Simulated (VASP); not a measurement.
Write the native input for VASP 6.6.1 that does the following.

* Task: single point
* Functional: PBE
* Potentials or basis: VASP PAW PBE potentials, release 64 (Ga_d, Cr_pv)
* Cutoff: 520 eV
* k mesh: 12 × 12 × 12
* Occupations: gaussian, width 0.1 eV
* Spin: no spin polarisation
* Dipole correction: no
* Further INCAR settings: ALGO = Fast; EDIFF = 1e-06; NBANDS = 34

The structure of CrGa3 lies in POSCAR:

```
CrGa3
1.0
    0.0000000000      3.2570989417      3.2570989417
    3.2570989417      0.0000000000      3.2570989417
    3.2570989417      3.2570989417      0.0000000000
Ga Cr
3 1
Direct
    0.2500000000      0.2500000000      0.2500000000
    0.7500000000      0.7500000000      0.7500000000
    0.5000000000      0.5000000000      0.5000000000
    0.0000000000      0.0000000000      0.0000000000
```

One way to write it, as run:

INCAR

```
SYSTEM = CrGa3
ALGO = Fast ; EDIFF = 1E-6
ENCUT = 520 ; GGA = PE
ISIF = 2 ; ISMEAR = 0
LASPH = .TRUE. ; LCHARG = .FALSE.
LREAL = .FALSE. ; LWAVE = .FALSE.
NBANDS = 34 ; NELM = 100
PREC = Accurate ; SIGMA = 0.1
```

KPOINTS

```
k-points
0
G
  12 12 12
  0 0 0
```

Potentials or basis: VASP PAW PBE potentials, release 64 (Ga_d, Cr_pv).

Launch:

```bash
$ cat potpaw_PBE.64/Ga_d/POTCAR potpaw_PBE.64/Cr_pv/POTCAR > POTCAR
$ mpirun -np 1 vasp_std > vasp.out
```

It gave:

```yaml
Pressure: -7.5 GPa
Band_gap_on_the_k_mesh: zero (an odd number of electrons rules out a gap without spin polarisation)
```

Caveat: the cell stands under tension; the run has no spin polarisation, though such a crystal can be magnetic.

It took 4 min on 1 thread of Oxide Virtual Turin-like Processor, with other jobs on the host, peak memory 0.27 GiB.
